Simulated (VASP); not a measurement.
# AlN (P1) in VASP: further runs

The runs below take AlN through single point, with LDA.

Program: VASP 6.6.1. These are calculated values, not measurements. Logs are shortened: lines on timing, memory, paths and dates and some standing lists are left out, and cuts for length are marked.

### 1 The cell of the first run

The typed cell holds 8 atoms: a = 3.089 Å, b = 3.089 Å, c = 11.114 Å, α = 86.02°, β = 88.01°, γ = 60.00°.

### 2 Single point, LDA (the part above a cut slid along it)

INCAR

```
SYSTEM = AlN
PREC = Accurate
ENCUT = 520
EDIFF = 1E-6
ISMEAR = 0
SIGMA = 0.05
LREAL = .FALSE.
LASPH = .TRUE.
NELM = 100
ALGO = Normal
ISIF = 2
LWAVE = .FALSE.
LCHARG = .FALSE.
NBANDS = 26
```

KPOINTS

```
regular mesh
0
G
  8 8 3
  0 0 0
```

POSCAR

```
AlN
1.0
   -3.0886152975      0.0000000000      0.0000000000
   -1.5443076488     -2.6748193102      0.0000000000
   -0.3860769122     -0.6687048275     11.0871685333
Al N
4 4
Direct
    0.3333333333      0.1316802284      0.8066124197
    0.3333333333      0.2431510753      0.3607290319
    0.6666666667      0.6322198322      0.1377873380
    0.6666666667      0.5207489852      0.5836707258
    0.3333333333      0.3120447444      0.0851543558
    0.3333333333      0.2005738974      0.5310377436
    0.6666666667      0.5896426542      0.3080960497
    0.6666666667      0.4781718073      0.7539794375
```

Potentials or basis: VASP PAW LDA potentials, release 64 (Al, N).

Command:

```bash
$ cat potpaw_LDA.64/Al/POTCAR potpaw_LDA.64/N/POTCAR > POTCAR
$ mpirun -np 1 vasp_std > vasp.out
```

OUTCAR:

```text
SYSTEM = AlN
   PREC = Accurate
   ENCUT = 520
   EDIFF = 1E-6
   ISMEAR = 0
   LREAL = .FALSE.
   LASPH = .TRUE.
   NELM = 100
   ISIF = 2

 ion  position               nearest neighbor table
   1  0.333  0.132  0.807-   8 1.88   8 1.88   8 1.88   4 3.05   4 3.05   4 3.05
   2  0.333  0.243  0.361-   7 1.88   7 1.88   7 1.88   6 1.89   3 3.05   4 3.05   3 3.05   4 3.05
                             4 3.05   3 3.05
   3  0.667  0.632  0.138-   5 1.88   5 1.88   5 1.88   7 1.89   2 3.05   2 3.05   2 3.05
   4  0.667  0.521  0.584-   6 1.88   6 1.88   6 1.88   8 1.89   2 3.05   1 3.05   2 3.05   1 3.05
                             1 3.05   2 3.05
   5  0.333  0.312  0.085-   3 1.88   3 1.88   3 1.88
   6  0.333  0.201  0.531-   4 1.88   4 1.88   4 1.88   2 1.89
   7  0.667  0.590  0.308-   2 1.88   2 1.88   2 1.88   3 1.89
   8  0.667  0.478  0.754-   1 1.88   1 1.88   1 1.88   4 1.89

  LATTYP: Found a base centered monoclinic cell.
 ALAT       =     3.0886152976
 B/A-ratio  =     1.7320508075
 C/A-ratio  =     3.5983840154
 COS(beta)  =    -0.0694756310

  Lattice vectors:

 A1 = (   3.0886152975,   0.0000000000,   0.0000000000)
 A2 = (  -1.5443076487,   2.6748193102,   0.0000000000)
 A3 = (  -0.3860769122,  -0.6687048275,  11.0871685333)

Analysis of symmetry for initial positions (statically):
=====================================================================
 Subroutine PRICEL returns:
 Original cell was already a primitive cell.

 Routine SETGRP: Setting up the symmetry group for a
 base centered monoclinic supercell.

 Subroutine GETGRP returns: Found  1 space group operations
 (whereof  1 operations were pure point group operations)
 out of a pool of  4 trial point group operations.

The static configuration has the point symmetry C_1 .

Analysis of symmetry for dynamics (positions and initial velocities):
=====================================================================
 Subroutine PRICEL returns:
 Original cell was already a primitive cell.

 Routine SETGRP: Setting up the symmetry group for a
 base centered monoclinic supercell.

 Subroutine GETGRP returns: Found  1 space group operations
 (whereof  1 operations were pure point group operations)
 out of a pool of  4 trial point group operations.

The dynamic configuration has the point symmetry C_1 .

 Subroutine INISYM returns: Found  1 space group operations
 (whereof  1 operations are pure point group operations),
 and found     1 'primitive' translations

----------------------------------------------------------------------------------------

                                     Primitive cell

  volume of cell :      91.5965

  direct lattice vectors                    reciprocal lattice vectors
    -3.088615298  0.000000000  0.000000000    -0.323769684  0.186928514 -0.000000000
    -1.544307649 -2.674819310  0.000000000     0.000000000 -0.373857029 -0.022548588
    -0.386076912 -0.668704828 11.087168533     0.000000000  0.000000000  0.090194354

  length of vectors
     3.088615298  3.088615298 11.114023916     0.373857029  0.374536403  0.090194354

  position of ions in fractional coordinates (direct lattice)
     0.333333333  0.131680228  0.806612420
     0.333333333  0.243151075  0.360729032
     0.666666667  0.632219832  0.137787338
     0.666666667  0.520748985  0.583670726
     0.333333333  0.312044744  0.085154356
     0.333333333  0.200573897  0.531037744
     0.666666667  0.589642654  0.308096050
     0.666666667  0.478171807  0.753979438

  ion indices of the primitive-cell ions
   primitive index   ion index
                 1           1
                 2           2
                 3           3
                 4           4
                 5           5
                 6           6
                 7           7
                 8           8

----------------------------------------------------------------------------------------

 KPOINTS: regular mesh

Automatic generation of k-mesh.
 Grid dimensions read from file:
 generate k-points for:    8    8    3

 Generating k-lattice:

  Cartesian coordinates                     Fractional coordinates (reciprocal lattice)
    -0.040471211  0.023366064 -0.000000000     0.125000000  0.000000000 -0.000000000
     0.000000000 -0.046732129 -0.002818574     0.000000000  0.125000000  0.000000000
     0.000000000  0.000000000  0.030064785     0.000000000  0.000000000  0.333333333

  Length of vectors
     0.046732129  0.046817050  0.030064785

  Shift w.r.t. Gamma in fractional coordinates (k-lattice)
     0.000000000  0.000000000  0.000000000

 Subroutine IBZKPT returns following result:
 ===========================================

 Found     98 irreducible k-points:

 Following reciprocal coordinates:
            Coordinates               Weight
  0.000000  0.000000  0.000000      1.000000
  0.125000  0.000000  0.000000      2.000000
  0.250000  0.000000  0.000000      2.000000
  0.375000 -0.000000  0.000000      2.000000
  0.500000  0.000000  0.000000      1.000000
  0.000000  0.125000  0.000000      2.000000
[... 16 lines left out ...]
 -0.375000 -0.375000  0.000000      2.000000
  0.125000  0.375000  0.000000      2.000000
 [... further k-points ...]
   k-points           NKPTS =     98   k-points in BZ     NKDIM =     98   number of bands    NBANDS=     26
   number of dos      NEDOS =    301   number of ions     NIONS =      8
   total plane-waves  NPLWV =  48384
   dimension x,y,z NGX =    24 NGY =   24 NGZ =   84
   dimension x,y,z NGXF=    48 NGYF=   48 NGZF=  168
   ions per type =               4   4
   NGX,Y,Z   is equivalent  to a cutoff of  12.92, 12.92, 12.56 a.u.
   NGXF,Y,Z  is equivalent  to a cutoff of  25.84, 25.84, 25.13 a.u.
 SYSTEM =  AlN
   PREC   = accura    normal or accurate (medium, high low for compatibility)
   ISTART =      0    job   : 0-new  1-cont  2-samecut
   ICHARG =      2    charge: 1-file 2-atom 10-const
   ISPIN  =      1    spin polarized calculation?
   LNONCOLLINEAR =      F non collinear calculations
   LSORBIT =      F    spin-orbit coupling
   LASPH  =      T    aspherical Exc in radial PAW
   ENCUT  =  520.0 eV  38.22 Ry    6.18 a.u.   5.74  5.74 20.66*2*pi/ulx,y,z
   NELM   =    100;   NELMIN=  2; NELMDL= -5     # of ELM steps
   EDIFF  = 0.1E-05   stopping-criterion for ELM
   LREAL  =      F    real-space projection
   EDIFFG = 0.1E-04   stopping-criterion for IOM
   NSW    =      0    number of steps for IOM
   IBRION =     -1    ionic relax: 0-MD 1-quasi-New 2-CG
   NFREE  =      0    steps in history (QN), initial steepest desc. (CG)
   ISIF   =      2    stress and relaxation
   ISYM   =      2    0-nonsym 1-usesym 2-fastsym
   POTIM  = 0.5000    time-step for ionic-motion
   TEBEG  =    0.0;   TEEND  =   0.0 temperature during run
   PSTRESS=    0.0 pullay stress
   NELECT =      32.0000    total number of electrons
   NUPDOWN=      -1.0000    fix difference up-down
   EMIN   =  10.00;   EMAX   =-10.00  energy-range for DOS
   EFERMI =   0.00;   METHOD = LEGACY
   ISMEAR =     0;   SIGMA  =   0.05  broadening in eV -4-tet -1-fermi 0-gaus
   EFERMI_NEDOS =   21; number of points for ismear=-14 and -15
   IALGO  =     38    algorithm
   IMIX   =      4    mixing-type and parameters
     AMIX     =   0.40;   BMIX     =  1.00
     AMIX_MAG =   1.60;   BMIX_MAG =  1.00
  volume/ion in A,a.u.               =      11.45        77.27
  Fermi-wavevector in a.u.,A,eV,Ry     =   1.153007  2.178867 18.087919  1.329425
  Thomas-Fermi vector in A             =   2.289654
   LORBIT       =      0    0 simple, 1 ext, 2 COOP (PROOUT), +10 PAW based schemes
   GGA     = CA    functional components
   LHFCALC =     F    Hartree Fock is set to
   AEXX    =    0.0000 exact exchange contribution
   IVDW    =     0    specifies the selected vdW correction
   LEPSILON=     F    determine dielectric tensor
   LRPA    =     F    only Hartree local field effects (RPA)
 non-spin polarized calculation
 Gauss-broadening in eV      SIGMA  =   0.05
  energy-cutoff  :      520.00
  volume of cell :       91.60
 maximum number of plane-waves:      2480
   NGX = 11   NGY = 11   NGZ = 41

 number of electron      31.9999999 magnetization

 Free energy of the ion-electron system (eV)
  ---------------------------------------------------
  ext. energy  EPLUGINS =         0.00000000
  ---------------------------------------------------
  free energy    TOTEN  =       -63.03441733 eV

  energy without entropy =      -63.03441733  energy(sigma->0) =      -63.03441733

 E-fermi :   6.7692     XC(G=0): -10.7538

 val. band max:        6.5035639901   @ k =   0.0000   0.0000   0.3333
 cond. band min:       6.9719650131   @ k =   0.0000   0.0000   0.0000
 fundamental gap:      0.4684010231
 Fermi energy:         6.7692408309

 k-point     1 :       0.0000    0.0000    0.0000
  band No.  band energies     occupation
      1     -11.1563      2.00000
      2      -9.9102      2.00000
      3      -8.7297      2.00000
      4      -6.7076      2.00000
      5      -1.6032      2.00000
      6       0.6781      2.00000
[... 18 lines left out ...]
     25      15.8408      0.00000
     26      15.8624      0.00000

 k-point     2 :       0.1250    0.0000    0.0000
  band No.  band energies     occupation
      1     -10.9660      2.00000
      2      -9.7345      2.00000
      3      -8.5639      2.00000
      4      -6.5494      2.00000
      5      -1.3905      2.00000
      6       0.6758      2.00000
[... 18 lines left out ...]
     25      15.2952      0.00000
     26      15.8141      0.00000

 k-point     3 :       0.2500    0.0000    0.0000
  band No.  band energies     occupation
      1     -10.4459      2.00000
      2      -9.2644      2.00000
      3      -8.1241      2.00000
      4      -6.1327      2.00000
      5      -0.8360      2.00000
      6      -0.2026      2.00000
[... 18 lines left out ...]
     25      15.1560      0.00000
     26      15.8672      0.00000

 k-point     4 :       0.3750   -0.0000    0.0000
  band No.  band energies     occupation
      1      -9.7920      2.00000
      2      -8.7090      2.00000
      3      -7.6126      2.00000
      4      -5.6546      2.00000
      5      -1.5559      2.00000
      6      -0.7745      2.00000
[... 18 lines left out ...]
     25      15.1670      0.00000
     26      15.5102      0.00000

 k-point     5 :       0.5000    0.0000    0.0000
  band No.  band energies     occupation
      1      -9.4518      2.00000
      2      -8.4492      2.00000
      3      -7.3738      2.00000
      4      -5.4347      2.00000
      5      -2.1209      2.00000
      6      -1.2067      2.00000
[... 18 lines left out ...]
     25      14.9851      0.00000
     26      15.5623      0.00000

 k-point     6 :       0.0000    0.1250    0.0000
  band No.  band energies     occupation
      1     -10.9659      2.00000
      2      -9.7345      2.00000
      3      -8.5638      2.00000
      4      -6.5493      2.00000
      5      -1.3898      2.00000
      6       0.6714      2.00000
[... 427 lines left out ...]
 k-point    21 :      -0.3750    0.2500    0.0000
  band No.  band energies     occupation
      1      -9.2509      2.00000
      2      -8.2808      2.00000
      3      -7.2109      2.00000
      4      -5.2780      2.00000
      5      -1.4646      2.00000
      6      -0.6916      2.00000
[... 18 lines left out ...]
     25      14.9285      0.00000
     26      15.4889      0.00000

 k-point    22 :       0.0000    0.3750   -0.0000
  band No.  band energies     occupation
      1      -9.7911      2.00000
      2      -8.7089      2.00000
      3      -7.6128      2.00000
      4      -5.6519      2.00000
      5      -1.5660      2.00000
      6      -0.7710      2.00000
[... 18 lines left out ...]
     25      15.1978      0.00000
     26      15.4914      0.00000

 k-point    23 :      -0.3750   -0.3750    0.0000
  band No.  band energies     occupation
      1      -9.7923      2.00000
      2      -8.7091      2.00000
      3      -7.6120      2.00000
      4      -5.6534      2.00000
      5      -1.5556      2.00000
      6      -0.7771      2.00000
[... 18 lines left out ...]
     25      15.2413      0.00000
     26      15.4649      0.00000

 k-point    24 :       0.1250    0.3750    0.0000
  band No.  band energies     occupation
      1     -10.0101      2.00000
      2      -8.8865      2.00000
      3      -7.7741      2.00000
      4      -5.8022      2.00000
      5      -0.9239      2.00000
      6      -0.5184      2.00000
[... 18 lines left out ...]
     25      14.9423      0.00000
     26      15.5362      0.00000

 [... further k-points ...]
[... 5 lines left out ...]
  --------------------------------------------------------------------------------------
  -------------------------------------------------------------------------------------
  Total       -0.1677621     -0.7286873     -5.3638201     -0.1281580      0.8198201      0.6810752
  in kB       -2.9344427    -12.7459694    -93.8222561     -2.2416999     14.3400353     11.9131526
  external PRESSURE =     -36.5008894 kB  Pullay stress =       0.0000000 kB

 VOLUME and BASIS-vectors are now :
 -----------------------------------------------------------------------------
  energy-cutoff  :      520.00
  volume of cell :       91.60
      direct lattice vectors                 reciprocal lattice vectors
    -3.088615298  0.000000000  0.000000000    -0.323769684  0.186928514 -0.000000000
    -1.544307649 -2.674819310  0.000000000     0.000000000 -0.373857029 -0.022548588
    -0.386076912 -0.668704828 11.087168533     0.000000000  0.000000000  0.090194354

 POSITION                                       TOTAL-FORCE (eV/Angst)
 -----------------------------------------------------------------------------------
     -1.54431     -0.89161      8.94305        -0.117517     -0.239632      1.000103
     -1.54431     -0.89161      3.99946         0.002953      0.005212     -1.246938
     -3.08862     -1.78321      1.52767        -0.018830     -0.003623     -2.308535
     -3.08862     -1.78321      6.47126        -0.009823     -0.003362     -1.205238
     -1.54431     -0.89161      0.94412         0.186737      0.230921      0.159568
     -1.54431     -0.89161      5.88770        -0.001558      0.003341      1.157312
     -3.08862     -1.78321      3.41591         0.015364      0.017704      1.294912
     -3.08862     -1.78321      8.35950        -0.057326     -0.010559      1.148817
 -----------------------------------------------------------------------------------
    total drift:                               -0.000377     -0.000640     -0.000269

  FREE ENERGIE OF THE ION-ELECTRON SYSTEM (eV)
  ---------------------------------------------------
  free  energy   TOTEN  =       -63.0344173289 eV

  energy  without entropy=      -63.0344173288  energy(sigma->0) =      -63.03441733
```

It took 3.4 min on 1 thread of Intel Xeon Platinum 8488C (Sapphire Rapids), shared host; peak memory 0.28 GiB.

What came out:

```
Free energy            : -63.0344 eV
Pressure               : -3.7 GPa
Largest force          : 2.309 eV/Å
Band gap on the k mesh : 0.47 eV
```

Forces on the atoms (eV/Å):
```
Al  -0.118 -0.240  1.000
Al   0.003  0.005 -1.247
Al  -0.019 -0.004 -2.309
Al  -0.010 -0.003 -1.205
N    0.187  0.231  0.160
N   -0.002  0.003  1.157
N    0.015  0.018  1.295
N   -0.057 -0.011  1.149
```

Levels at points of the mesh, in eV from the valence-band top:
```
           k point  band 13  band 14  band 15  band 16  band 17  band 18  band 19  band 20
(0.00, 0.00, 0.00)    -1.76    -1.38    -0.01     0.00     0.47     3.78     4.09     5.18
(0.50, 0.00, 0.00)    -2.79    -2.63    -0.96    -0.79     1.58     2.44     3.75     4.12
(0.00, 0.50, 0.00)    -2.84    -2.63    -0.86    -0.78     1.29     2.64     3.75     4.07
(0.50, 0.50, 0.00)    -2.77    -2.63    -0.87    -0.80     1.46     2.42     3.72     4.10
```

Caveat: the cell differs from its parent crystal (the part above a cut slid along it); the stress differs along the axes, from -9 to -0 GPa; semilocal functionals underestimate gaps, and a narrow one can read as zero; forces of over 1 eV/Å act on the atoms, so gaps and moduli don't describe the material at rest. A k mesh can miss the band edges.

### 3 Single point, LDA (the part above a cut slid along it)

INCAR

```
PREC     = Accurate       # precision mode
ENCUT    = 520            # plane-wave cutoff, eV
EDIFF    = 1E-6           # SCF threshold, eV
ISMEAR   = 0              # smearing method
SIGMA    = 0.05           # smearing width, eV
LREAL    = False          # projectors in reciprocal space
LASPH    = True           # aspherical terms in the spheres
NELM     = 100            # most SCF steps
ALGO     = Normal         # electronic algorithm
ISIF     = 2              # what is computed and relaxed
LWAVE    = False          # write WAVECAR
LCHARG   = True           # write CHGCAR
GGA      = CA             # functional
LELF     = True           # ELF
LVHAR    = True         
NBANDS   = 26             # bands
```

KPOINTS

```
regular mesh
0
Gamma
  8 8 3
```

POSCAR

```
AlN
1.0
   -3.0886152975      0.0000000000      0.0000000000
   -1.5443076488     -2.6748193102      0.0000000000
   -0.1286923041     -0.2229016092     11.0871685333
Al N
4 4
Direct
    0.3333333333      0.2661156317      0.8066124197
    0.3333333333      0.3032725807      0.3607290319
    0.6666666667      0.6551843885      0.1377873380
    0.6666666667      0.6180274395      0.5836707258
    0.3333333333      0.3262371370      0.0851543558
    0.3333333333      0.2890801880      0.5310377436
    0.6666666667      0.6409919959      0.3080960497
    0.6666666667      0.6038350469      0.7539794375
```

Potentials or basis: VASP PAW LDA potentials, release 64 (Al, N).

Command:

```bash
$ cat potpaw_LDA.64/Al/POTCAR potpaw_LDA.64/N/POTCAR > POTCAR
$ mpirun -np 1 vasp_std > vasp.out
```

It took 3.4 min on 1 thread of Intel Xeon Platinum 8488C (Sapphire Rapids), shared host; peak memory 0.28 GiB.

Results (log left out):

```yaml
Free_energy: -63.1608 eV
Pressure: -3.7 GPa
Largest_force: 2.326 eV/Å
Band_gap_on_the_k_mesh: 0.56 eV
```

Forces on the atoms (eV/Å):
```
Al  -0.060 -0.108  1.172
Al   0.002  0.003 -1.207
Al  -0.004 -0.003 -2.326
Al  -0.003 -0.003 -1.165
N    0.072  0.114 -0.003
N    0.000  0.001  1.123
N    0.006  0.009  1.255
N   -0.013 -0.012  1.151
```

Stress tensor (GPa, compression positive):
```
 -0.20   0.02   0.46
  0.02  -0.48   0.72
  0.46   0.72 -10.53
```

Levels at points of the mesh, in eV from the valence-band top:
```tsv
k point	band 14	band 15	band 16	band 17	band 18	band 19
(0.00, 0.00, 0.00)	-1.36	0.00	0.00	0.56	3.84	4.15
(0.50, 0.00, 0.00)	-2.62	-0.96	-0.80	1.69	2.55	3.85
(0.00, 0.50, 0.00)	-2.62	-0.94	-0.80	1.61	2.61	3.87
(0.50, 0.50, 0.00)	-2.61	-0.96	-0.80	1.72	2.51	3.83
```

Caveat: the cell differs from its parent crystal (the part above a cut slid along it); the stress differs along the axes, from -11 to -0 GPa; semilocal functionals underestimate gaps, and a narrow one can read as zero; forces of over 1 eV/Å act on the atoms, so gaps and moduli don't describe the material at rest.

(Continued in part 2 of 2.)
